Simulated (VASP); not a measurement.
Here is a VASP 6.6.1 calculation.

POSCAR

```
SnO
1.0
    3.1313621989      0.0000000000      0.0000000000
    0.0000000000      3.1313621989      0.0000000000
    0.0000000000      0.0000000000      3.1313621989
Sn O
1 1
Direct
    0.0000000000      0.0000000000      0.0000000000
    0.5000000000      0.5000000000      0.5000000000
```

File INCAR.step1:

```
ALGO = Normal
EDIFF = 1E-4
ENCUT = 600
GGA = PE
ISMEAR = -1
LASPH = True
LCHARG = False
LREAL = False
LWAVE = True
NELM = 60
PREC = Accurate
SIGMA = 0.02
```

INCAR.step2

```
ALGO = Normal
EDIFF = 1E-6
EDIFFG = -0.005
ENCUT = 600
IBRION = 2
ISIF = 3
ISMEAR = -1
ISTART = 1
LASPH = True
LCHARG = False
LMIXTAU = True
LREAL = False
LWAVE = False
METAGGA = R2SCAN
NELM = 60
NSW = 80
PREC = Accurate
SIGMA = 0.02
```

Contents of KPOINTS:

```
k-points
0
Gamma
  8 8 8
```

Potentials or basis: VASP PAW PBE potentials, release 64 (Sn_d, O).

Run with:

```sh
$ cat potpaw_PBE.64/Sn_d/POTCAR potpaw_PBE.64/O/POTCAR > POTCAR
$ cp INCAR.step1 INCAR
$ mpirun -np 1 vasp_std > vasp.out
$ cp INCAR.step2 INCAR
$ mpirun -np 1 vasp_std > vasp.out
```

Task: What does it give for the relaxed volume?

Result: 14.96 Å³/atom.

Task: Predict the relaxed cell.

Result: a = 3.105 Å, b = 3.105 Å, c = 3.105 Å, α = 90.00°, β = 90.00°, γ = 90.00°.

Task: Estimate the space group after relaxing (to 0.1 Å).

Result: Pm-3m (No. 221).

Final structure:
```
Sn O
1.0
     3.10462    0.00000    0.00000
     0.00000    3.10462    0.00000
     0.00000    0.00000    3.10462
Sn O
1 1
Direct
  0.00000 0.00000 0.00000
  0.50000 0.50000 0.50000
```

Caveat: the PAW data sets were made with another functional, which shifts forces and pressure a little.
